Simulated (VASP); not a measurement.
Wanted: the native input for a VASP 6.6.1 run.

```
Task                   : single point
Functional             : RPBE
Potentials or basis    : VASP PAW PBE potentials, release 64 (Sc_sv)
Cutoff                 : 520 eV
k mesh                 : 8 × 8 × 5
Occupations            : fermi-dirac, width 0.01 eV
Spin                   : no spin polarisation
Dipole correction      : no
Further INCAR settings : ALGO = Normal; EDIFF = 1e-06; NBANDS = 18
```

The structure of Sc lies in POSCAR:

```
Sc
1.0
    3.3090000000      0.0000000000      0.0000000000
   -1.6545000000      2.8657000000      0.0000000000
    0.0000000000      0.0000000000      5.2733000000
Sc
2
Direct
    0.3333333333      0.6666666667      0.2500000000
    0.6666666667      0.3333333333      0.7500000000
```

One way to write it, as run:

INCAR

```
SYSTEM = Sc
ALGO     = Normal         ! electronic algorithm
EDIFF    = 1E-6           ! SCF threshold, eV
ENCUT    = 520            ! plane-wave cutoff, eV
GGA      = RP             ! functional
ISIF     = 2              ! what is computed and relaxed
ISMEAR   = -1             ! smearing method
LASPH    = .TRUE.         ! aspherical terms in the spheres
LCHARG   = .FALSE.        ! write CHGCAR
LREAL    = .FALSE.        ! projectors in reciprocal space
LWAVE    = .FALSE.        ! write WAVECAR
NBANDS   = 18             ! bands
NELM     = 60             ! most SCF steps
PREC     = Accurate       ! precision mode
SIGMA    = 0.01           ! smearing width, eV
```

KPOINTS

```
k-points
0
G
  8 8 5
  0 0 0
```

Potentials or basis: VASP PAW PBE potentials, release 64 (Sc_sv).

The run is started by

```bash
$ cat potpaw_PBE.64/Sc_sv/POTCAR > POTCAR
$ mpirun -np 1 vasp_std > vasp.out
```

Results of the run:

* Pressure: 1.4 GPa
* Band gap on the k mesh: zero (bands 11 and 12 overlap by 1.14 eV)

Caveat: the PAW data sets were made with another functional, which shifts forces and pressure a little.

Wall time 34 s on 1 thread of Intel(R) Xeon(R) Platinum 8375C CPU @ 2.90GHz (Ice Lake) (shared host), peak memory 0.18 GiB.
